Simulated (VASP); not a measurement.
Write the native input for VASP 6.6.1 that does the following.

```
Task                   : single point
Functional             : LDA
Potentials or basis    : VASP PAW LDA potentials, release 64 (Li_sv, F)
Cutoff                 : 520 eV
k mesh                 : 10 × 10 × 10
Occupations            : gaussian, width 0.05 eV
Spin                   : no spin polarisation
Dipole correction      : no
Further INCAR settings : ALGO = Normal; EDIFF = 1e-07; NBANDS = 12
```

The structure of LiF lies in POSCAR:

```
LiF
1.0
    0.0000000000      2.0240700000      2.0140000000
    2.0140000000      0.0000000000      2.0140000000
    2.0140000000      2.0240700000      0.0000000000
Li F
1 1
Direct
    0.0000000000      0.0000000000      0.0000000000
    0.5000000000      0.5000000000      0.5000000000
```

This cell differs from its parent crystal: strain +0.0050 x Voigt [0, 1, 0, 0, 0, 0].

These files were run (other wordings do the same):

INCAR

```
SYSTEM = LiF
PREC = Accurate
ENCUT = 520
EDIFF = 1E-7
ISMEAR = 0
SIGMA = 0.05
LREAL = .False.
LASPH = .True.
NELM = 100
ALGO = Normal
ISIF = 2
LWAVE = .False.
LCHARG = .False.
GGA = CA
NBANDS = 12
```

KPOINTS

```
regular mesh
0
Gamma
  10 10 10
  0 0 0
```

Potentials or basis: VASP PAW LDA potentials, release 64 (Li_sv, F).

Run with:

```console
$ cat potpaw_LDA.64/Li_sv/POTCAR potpaw_LDA.64/F/POTCAR > POTCAR
$ mpirun -np 1 vasp_std > vasp.out
```

It gave:

```yaml
Band_gap_on_the_k_mesh: 8.78 eV, direct
```

Caveat: the cell differs from its parent crystal (strain +0.0050 x Voigt [0, 1, 0, 0, 0, 0]).

Wall time 11 s on 1 thread of Intel(R) Xeon(R) Platinum 8488C (Sapphire Rapids) (shared host), peak memory 0.13 GiB.
